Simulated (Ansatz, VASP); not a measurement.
# Sn: VASP beside Ansatz

INCAR

```
PREC = Accurate ; ENCUT = 520
EDIFF = 1E-6 ; ISMEAR = 0
SIGMA = 0.15 ; LREAL = False
LASPH = True ; NELM = 60
ALGO = Fast ; ISIF = 2
LWAVE = False ; LCHARG = True
GGA = PE ; LELF = True
LVHAR = True ; NBANDS = 21
```

File KPOINTS:

```
Automatic mesh
0
Gamma
  12 12 12
```

POSCAR

```
Sn
1.0
    0.0000000000      3.2456000000      3.2456000000
    3.2456000000      0.0000000000      3.2456000000
    3.2456000000      3.2456000000      0.0000000000
Sn
2
Direct
    0.5000000000      0.4075671679      0.5000000000
    0.7500000000      0.7500000000      0.7500000000
```

Input for Ansatz:

```yaml
crystal:
  lattice:
    - [0.0, 3.2456, 3.2456]
    - [3.2456, 0.0, 3.2456]
    - [3.2456, 3.2456, 0.0]
  atoms:
    - { symbol: Sn, position: [0.5, 0.4075671679, 0.5] }
    - { symbol: Sn, position: [0.75, 0.75, 0.75] }
basis:
  ecutwfc: 420
kpoints:
  mp_grid: { grid: [12, 12, 12] }
hamiltonian:
  xc: pbe
scf:
  occupations: { method: gaussian, width: 0.15 }
output:
  forces: true
  stress: true
  eigenvalues: true
```

Alike in both runs: task single point; functional PBE; k mesh 12 × 12 × 12; occupations gaussian, width 0.15 eV; no spin polarisation.

|  | VASP | Ansatz |
| --- | --- | --- |
| version | VASP 6.6.1 | Ansatz 0.2.0 |
| potentials or method | VASP PAW PBE potentials, release 64 (Sn_d), cutoff 520 eV | scalar-relativistic, plane waves, PAW |
| valence electrons in the cell | 28 | 28 |

Ansatz gave:

* gap on the k mesh at the Fermi level (eV): none
* pressure (GPa): 6.4
* traceless stress, the component that is largest in VASP (GPa): -7.72
* rms of the force components (eV/Å): 2.355

Q: Which values does VASP return?

A: gap on the k mesh at the Fermi level (eV): none; pressure (GPa): 6.3; traceless stress, the component that is largest in VASP (GPa): -7.72; rms of the force components (eV/Å): 2.355.

Atom by atom the forces differ by 0.002 eV/Å (rms over components). A gap of «none» marks a metal or a gap that the smearing closes.
